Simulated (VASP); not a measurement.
Wanted: the native input for a VASP 6.6.1 run.

```
Task                   : single point
Functional             : LDA
Potentials or basis    : VASP PAW LDA potentials, release 64 (Al, O)
Cutoff                 : 520 eV
k mesh                 : 12 × 12 × 1
Occupations            : gaussian, width 0.1 eV
Spin                   : no spin polarisation
Dipole correction      : yes
Further INCAR settings : ALGO = Normal; EDIFF = 1e-06; NBANDS = 16
```

The structure of Al3O lies in POSCAR:

```
Al3O
1.0
    2.8168432364      0.0000000000      0.0000000000
   -1.4084216182      2.4394578012      0.0000000000
    0.0000000000      0.0000000000     20.0321727773
Al O
3 1
Direct
    0.6666666667      0.3333333333      0.1996787889
    0.3333333333      0.6666666667      0.3128097090
    0.0000000000      0.0000000000      0.4259234818
    0.0000000000      0.1666666667      0.5044333341
```

One way to write it, as run:

INCAR

```
PREC = Accurate ; ENCUT = 520
EDIFF = 1E-6 ; ISMEAR = 0
SIGMA = 0.1 ; LREAL = False
LASPH = True ; NELM = 100
ALGO = Normal ; ISIF = 2
LWAVE = False ; LCHARG = False
LDIPOL = True ; IDIPOL = 3
DIPOL = 0.5 0.5 0.361 ; NBANDS = 16
```

KPOINTS

```
Automatic mesh
0
Gamma
  12 12 1
```

Potentials or basis: VASP PAW LDA potentials, release 64 (Al, O).

Command:

```sh
$ cat potpaw_LDA.64/Al/POTCAR potpaw_LDA.64/O/POTCAR > POTCAR
$ mpirun -np 1 vasp_std > vasp.out
```

Results of the run:

```json
{
 "Largest force": "1.469 eV/Å",
 "Band gap on the k mesh": "zero (an odd number of electrons rules out a gap without spin polarisation)"
}
```

Wall time 3.7 min on 1 thread of AMD EPYC 7R13 Processor (Zen 3) (shared host), peak memory 0.28 GiB.
